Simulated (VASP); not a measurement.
# BeS (F-43m) in VASP: a series of runs

BeS is run at these levels: PBE+D3(BJ), PBEsol, BLYP+D3(BJ); tasks: single point.

Program: VASP 6.6.1. These are calculated values, not measurements. Logs are shortened: lines on timing, memory, paths and dates and some standing lists are left out, and cuts for length are marked.

## (1) The cell of the first run

It takes space group F-43m (No. 216, cubic). The conventional cell has a = 4.758 Å, b = 4.758 Å, c = 4.758 Å, α = 90.00°, β = 90.00°, γ = 90.00°. Within 2.7 Å of Be (site symmetry -43m) lie 4 S at 2.06 Å. Within 2.7 Å of S (site symmetry -43m) lie 4 Be at 2.06 Å.

## (2) Single point, PBE+D3(BJ) (13.47 Å³/atom)

File INCAR:

```
  PREC = Accurate
  ENCUT = 600
  EDIFF = 1E-6
  ISMEAR = 0
  SIGMA = 0.05
  LREAL = F
  LASPH = T
  NELM = 120
  ALGO = Normal
  ISIF = 2
  LWAVE = F
  LCHARG = T
  GGA = PE
  IVDW = 12
  LELF = T
  LVHAR = T
  NBANDS = 11
  GGA_COMPAT = F
```

File KPOINTS:

```
Automatic mesh
0
Gamma
  8 8 8
```

File POSCAR:

```
BeS
1.0
    0.0000000000      2.3791016130      2.3791016130
    2.3791016130      0.0000000000      2.3791016130
    2.3791016130      2.3791016130      0.0000000000
Be S
1 1
Direct
    0.0000000000      0.0000000000      0.0000000000
    0.7500000000      0.7500000000      0.7500000000
```

Potentials or basis: VASP PAW PBE potentials, release 64 (Be, S).

Run with:

```sh
> cat potpaw_PBE.64/Be/POTCAR potpaw_PBE.64/S/POTCAR > POTCAR
> mpirun -np 1 vasp_std > vasp.out
```

OUTCAR:

```text
PREC = Accurate
   ENCUT = 600
   EDIFF = 1E-6
   ISMEAR = 0
   LREAL = F
   LASPH = T
   NELM = 120
   ISIF = 2
   GGA = PE
   IVDW = 12
 IVDW          = 12

 ion  position               nearest neighbor table
   1  0.000  0.000  0.000-   2 2.06   2 2.06   2 2.06   2 2.06
   2  0.750  0.750  0.750-   1 2.06   1 2.06   1 2.06   1 2.06

  LATTYP: Found a face centered cubic cell.
 ALAT       =     4.7582032260

  Lattice vectors:

 A1 = (   0.0000000000,   2.3791016130,   2.3791016130)
 A2 = (   2.3791016130,   0.0000000000,   2.3791016130)
 A3 = (   2.3791016130,   2.3791016130,   0.0000000000)

Analysis of symmetry for initial positions (statically):
=====================================================================
 Subroutine PRICEL returns:
 Original cell was already a primitive cell.

 Routine SETGRP: Setting up the symmetry group for a
 face centered cubic supercell.

 Subroutine GETGRP returns: Found 24 space group operations
 (whereof 24 operations were pure point group operations)
 out of a pool of 48 trial point group operations.

The static configuration has the point symmetry T_d .

Analysis of symmetry for dynamics (positions and initial velocities):
=====================================================================
 Subroutine PRICEL returns:
 Original cell was already a primitive cell.

 Routine SETGRP: Setting up the symmetry group for a
 face centered cubic supercell.

 Subroutine GETGRP returns: Found 24 space group operations
 (whereof 24 operations were pure point group operations)
 out of a pool of 48 trial point group operations.

The dynamic configuration has the point symmetry T_d .

 Subroutine INISYM returns: Found 24 space group operations
 (whereof 24 operations are pure point group operations),
 and found     1 'primitive' translations

----------------------------------------------------------------------------------------

                                     Primitive cell

  volume of cell :      26.9320

  direct lattice vectors                    reciprocal lattice vectors
     0.000000000  2.379101613  2.379101613    -0.210163365  0.210163365  0.210163365
     2.379101613  0.000000000  2.379101613     0.210163365 -0.210163365  0.210163365
     2.379101613  2.379101613  0.000000000     0.210163365  0.210163365 -0.210163365

  length of vectors
     3.364557767  3.364557767  3.364557767     0.364013626  0.364013626  0.364013626

  position of ions in fractional coordinates (direct lattice)
     0.000000000  0.000000000  0.000000000
     0.750000000  0.750000000  0.750000000

  ion indices of the primitive-cell ions
   primitive index   ion index
                 1           1
                 2           2

----------------------------------------------------------------------------------------

 KPOINTS: Automatic mesh

Automatic generation of k-mesh.
 Grid dimensions read from file:
 generate k-points for:    8    8    8

 Generating k-lattice:

  Cartesian coordinates                     Fractional coordinates (reciprocal lattice)
    -0.026270421  0.026270421  0.026270421     0.125000000  0.000000000  0.000000000
     0.026270421 -0.026270421  0.026270421     0.000000000  0.125000000  0.000000000
     0.026270421  0.026270421 -0.026270421     0.000000000  0.000000000  0.125000000

  Length of vectors
     0.045501703  0.045501703  0.045501703

  Shift w.r.t. Gamma in fractional coordinates (k-lattice)
     0.000000000  0.000000000  0.000000000

 Subroutine IBZKPT returns following result:
 ===========================================

 Found     29 irreducible k-points:

 Following reciprocal coordinates:
            Coordinates               Weight
  0.000000  0.000000  0.000000      1.000000
  0.125000  0.000000  0.000000      8.000000
  0.250000  0.000000  0.000000      8.000000
  0.375000  0.000000  0.000000      8.000000
  0.500000  0.000000  0.000000      4.000000
  0.125000  0.125000  0.000000      6.000000
[... 16 lines left out ...]
  0.500000  0.250000  0.125000     48.000000
 -0.375000  0.250000  0.125000     24.000000
 [... further k-points ...]
   k-points           NKPTS =     29   k-points in BZ     NKDIM =     29   number of bands    NBANDS=     11
   number of dos      NEDOS =    301   number of ions     NIONS =      2
   total plane-waves  NPLWV =  21952
   dimension x,y,z NGX =    28 NGY =   28 NGZ =   28
   dimension x,y,z NGXF=    56 NGYF=   56 NGZF=   56
   ions per type =               1   1
   NGX,Y,Z   is equivalent  to a cutoff of  13.84, 13.84, 13.84 a.u.
   NGXF,Y,Z  is equivalent  to a cutoff of  27.67, 27.67, 27.67 a.u.
 SYSTEM =  unknown system
   PREC   = accura    normal or accurate (medium, high low for compatibility)
   ISTART =      0    job   : 0-new  1-cont  2-samecut
   ICHARG =      2    charge: 1-file 2-atom 10-const
   ISPIN  =      1    spin polarized calculation?
   LNONCOLLINEAR =      F non collinear calculations
   LSORBIT =      F    spin-orbit coupling
   LASPH  =      T    aspherical Exc in radial PAW
   ENCUT  =  600.0 eV  44.10 Ry    6.64 a.u.   6.72  6.72  6.72*2*pi/ulx,y,z
   NELM   =    120;   NELMIN=  2; NELMDL= -5     # of ELM steps
   EDIFF  = 0.1E-05   stopping-criterion for ELM
   LREAL  =      F    real-space projection
   EDIFFG = 0.1E-04   stopping-criterion for IOM
   NSW    =      0    number of steps for IOM
   IBRION =     -1    ionic relax: 0-MD 1-quasi-New 2-CG
   NFREE  =      0    steps in history (QN), initial steepest desc. (CG)
   ISIF   =      2    stress and relaxation
   ISYM   =      2    0-nonsym 1-usesym 2-fastsym
   POTIM  = 0.5000    time-step for ionic-motion
   TEBEG  =    0.0;   TEEND  =   0.0 temperature during run
   PSTRESS=    0.0 pullay stress
   NELECT =       8.0000    total number of electrons
   NUPDOWN=      -1.0000    fix difference up-down
   EMIN   =  10.00;   EMAX   =-10.00  energy-range for DOS
   EFERMI =   0.00;   METHOD = LEGACY
   ISMEAR =     0;   SIGMA  =   0.05  broadening in eV -4-tet -1-fermi 0-gaus
   EFERMI_NEDOS =   21; number of points for ismear=-14 and -15
   IALGO  =     38    algorithm
   IMIX   =      4    mixing-type and parameters
     AMIX     =   0.40;   BMIX     =  1.00
     AMIX_MAG =   1.60;   BMIX_MAG =  1.00
  volume/ion in A,a.u.               =      13.47        90.87
  Fermi-wavevector in a.u.,A,eV,Ry     =   1.092317  2.064179 16.233865  1.193155
  Thomas-Fermi vector in A             =   2.228580
   LORBIT       =      0    0 simple, 1 ext, 2 COOP (PROOUT), +10 PAW based schemes
   GGA     = PE    functional components
   LHFCALC =     F    Hartree Fock is set to
   AEXX    =    0.0000 exact exchange contribution
   IVDW    =    12    specifies the selected vdW correction
   LEPSILON=     F    determine dielectric tensor
   LRPA    =     F    only Hartree local field effects (RPA)
 non-spin polarized calculation
 Gauss-broadening in eV      SIGMA  =   0.05
  energy-cutoff  :      600.00
  volume of cell :       26.93
 maximum number of plane-waves:       934
   NGX = 13   NGY = 13   NGZ = 13

 number of electron       8.0000001 magnetization

 Free energy of the ion-electron system (eV)
  ---------------------------------------------------
  ext. energy  EPLUGINS =         0.00000000
  ---------------------------------------------------
  free energy    TOTEN  =        -9.96560183 eV

  energy without entropy =       -9.96560183  energy(sigma->0) =       -9.96560183

 E-fermi :   5.0299     XC(G=0):  -9.9700

 val. band max:        4.7863889166   @ k =   0.0000   0.0000   0.0000
 cond. band min:       7.7606266157   @ k =   0.5000   0.5000   0.0000
 fundamental gap:      2.9742376991
 Fermi energy:         5.0298782298

 k-point     1 :       0.0000    0.0000    0.0000
  band No.  band energies     occupation
      1      -9.3061      2.00000
      2       4.7864      2.00000
      3       4.7864      2.00000
      4       4.7864      2.00000
      5      10.4244      0.00000
      6      10.4244      0.00000
      7      10.4244      0.00000
      8      11.1699      0.00000
      9      17.7099      0.00000
     10      17.7099      0.00000
     11      20.1062      0.00000

 k-point     2 :       0.1250    0.0000    0.0000
  band No.  band energies     occupation
      1      -9.1148      2.00000
      2       3.5155      2.00000
      3       4.5676      2.00000
      4       4.5676      2.00000
      5      10.5045      0.00000
      6      10.8085      0.00000
      7      10.8085      0.00000
      8      12.3795      0.00000
      9      16.9907      0.00000
     10      16.9907      0.00000
     11      19.8128      0.00000

 k-point     3 :       0.2500    0.0000    0.0000
  band No.  band energies     occupation
      1      -8.5841      2.00000
      2       1.2851      2.00000
      3       4.1372      2.00000
      4       4.1372      2.00000
      5      10.5104      0.00000
      6      11.3783      0.00000
      7      11.3783      0.00000
      8      14.5078      0.00000
      9      16.7575      0.00000
     10      16.7575      0.00000
     11      19.3525      0.00000

 k-point     4 :       0.3750    0.0000    0.0000
  band No.  band energies     occupation
      1      -7.8982      2.00000
      2      -0.5984      2.00000
      3       3.7946      2.00000
      4       3.7946      2.00000
      5      10.4871      0.00000
      6      11.4190      0.00000
      7      11.4190      0.00000
      8      15.9094      0.00000
      9      18.2093      0.00000
     10      18.2093      0.00000
     11      19.6871      0.00000
[... 239 lines left out ...]
 k-point    22 :       0.3750    0.2500    0.1250
  band No.  band energies     occupation
      1      -8.1478      2.00000
      2       1.0578      2.00000
      3       2.4669      2.00000
      4       3.5757      2.00000
      5      10.3265      0.00000
      6      12.1575      0.00000
      7      12.4771      0.00000
      8      13.5289      0.00000
      9      16.7251      0.00000
     10      19.5430      0.00000
     11      21.1788      0.00000

 k-point    23 :       0.5000    0.2500    0.1250
  band No.  band energies     occupation
      1      -7.5397      2.00000
      2      -0.2063      2.00000
      3       1.9138      2.00000
      4       3.0615      2.00000
      5      10.8000      0.00000
      6      11.6917      0.00000
      7      13.4934      0.00000
      8      14.2669      0.00000
      9      17.7484      0.00000
     10      19.5758      0.00000
     11      21.7507      0.00000

 k-point    24 :      -0.3750    0.2500    0.1250
  band No.  band energies     occupation
      1      -7.2274      2.00000
      2      -0.8189      2.00000
      3       1.8240      2.00000
      4       2.7930      2.00000
      5      10.8507      0.00000
      6      11.5137      0.00000
      7      14.1859      0.00000
      8      15.5675      0.00000
      9      16.4758      0.00000
     10      20.4630      0.00000
     11      21.2407      0.00000

 [... further k-points ...]

------------------------ aborting loop because EDIFF is reached ----------------------------------------

 Edisp (eV)   -0.64011

 E8    (eV) :    -0.2295

  FORCE on cell =-STRESS in cart. coord.  units (eV):
  Direction    XX          YY          ZZ          XY          YZ          ZX
  --------------------------------------------------------------------------------------
  -------------------------------------------------------------------------------------
  Total       0.65790     0.65790     0.65790    -0.00000     0.00000     0.00000
  in kB      39.13829    39.13829    39.13829    -0.00000     0.00000     0.00000
  external pressure =       39.14 kB  Pullay stress =        0.00 kB

 VOLUME and BASIS-vectors are now :
 -----------------------------------------------------------------------------
  energy-cutoff  :      600.00
  volume of cell :       26.93
      direct lattice vectors                 reciprocal lattice vectors
     0.000000000  2.379101613  2.379101613    -0.210163365  0.210163365  0.210163365
     2.379101613  0.000000000  2.379101613     0.210163365 -0.210163365  0.210163365
     2.379101613  2.379101613  0.000000000     0.210163365  0.210163365 -0.210163365

 POSITION                                       TOTAL-FORCE (eV/Angst)
 -----------------------------------------------------------------------------------
      0.00000      0.00000      0.00000        -0.000000     -0.000000     -0.000000
      3.56865      3.56865      3.56865         0.000000      0.000000      0.000000
 -----------------------------------------------------------------------------------
    total drift:                                0.000000      0.000000      0.000000

  FREE ENERGIE OF THE ION-ELECTRON SYSTEM (eV)
  ---------------------------------------------------
  free  energy   TOTEN  =       -10.6057068348 eV

  energy  without entropy=      -10.6057068348  energy(sigma->0) =      -10.60570683
```

Wall time 19 s (1 thread of Intel Xeon 8259CL, shared host); peak memory 0.16 GiB.

What came out:

```yaml
Free_energy: -10.6057 eV
Pressure: 3.9 GPa
Band_gap_on_the_k_mesh: 2.97 eV (least direct gap 5.64 eV)
Dispersion_energy_per_atom: -0.320 eV
```

Levels at points of the mesh, in eV from the valence-band top:
```tsv
k point	band 1	band 2	band 3	band 4	band 5	band 6	band 7	band 8	band 9
(0.00, 0.00, 0.00)	-14.09	0.00	0.00	0.00	5.64	5.64	5.64	6.38	12.92
(0.50, 0.00, 0.00)	-12.32	-6.17	-1.12	-1.12	5.69	6.54	6.54	11.47	15.21
(0.50, 0.50, 0.00)	-11.72	-5.32	-2.85	-2.85	2.97	4.86	13.25	13.25	16.34
```

Caveat: three body term missing; the cell stands under pressure. A k mesh can miss the band edges.

(Part 1 of 2 ends here.)
